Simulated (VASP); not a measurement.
A run of VASP 6.6.1 is set up as follows.

File INCAR:

```
PREC     = Accurate       # precision mode
ENCUT    = 520            # plane-wave cutoff, eV
EDIFF    = 1E-7           # SCF threshold, eV
ISMEAR   = 0              # smearing method
SIGMA    = 0.02           # smearing width, eV
LREAL    = False          # projectors in reciprocal space
LASPH    = True           # aspherical terms in the spheres
NELM     = 100            # most SCF steps
ALGO     = Normal         # electronic algorithm
ISIF     = 2              # what is computed and relaxed
LWAVE    = False          # write WAVECAR
LCHARG   = True           # write CHGCAR
GGA      = PE             # functional
LELF     = True           # ELF
LVHAR    = True         
NBANDS   = 28             # bands
```

KPOINTS

```
regular mesh
0
Gamma
  10 10 8
```

The input POSCAR:

```
SnO
1.0
    3.8684423518      0.0000000000      0.0000000000
    0.0000000000      3.8684423518      0.0000000000
    0.0000000000      0.0000000000      5.0650221773
Sn O
2 2
Direct
    0.5000000000      0.0000000000      0.2288152407
    0.0000000000      0.5000000000      0.7711847593
    0.0000000000      0.0000000000      0.0000000000
    0.5000000000      0.5000000000      0.0000000000
```

Potentials or basis: VASP PAW PBE potentials, release 64 (Sn_d, O).

Run with:

```sh
$ cat potpaw_PBE.64/Sn_d/POTCAR potpaw_PBE.64/O/POTCAR > POTCAR
$ mpirun -np 1 vasp_std > vasp.out
```

Question: What does it give for the pressure?

Answer: 0.2 GPa.

Question: Predict the largest force.

Answer: 0.077 eV/Å.

Question: Estimate the band gap on the k mesh.

Answer: 0.50 eV, indirect (least direct gap 1.91 eV).

Forces on the atoms (eV/Å):
```
Sn   0.000  0.000  0.077
Sn   0.000  0.000 -0.077
O    0.000  0.000  0.000
O    0.000  0.000  0.000
```

Caveat: spin-orbit coupling is left out, which moves the levels of the heavy elements. A k mesh can miss the band edges.
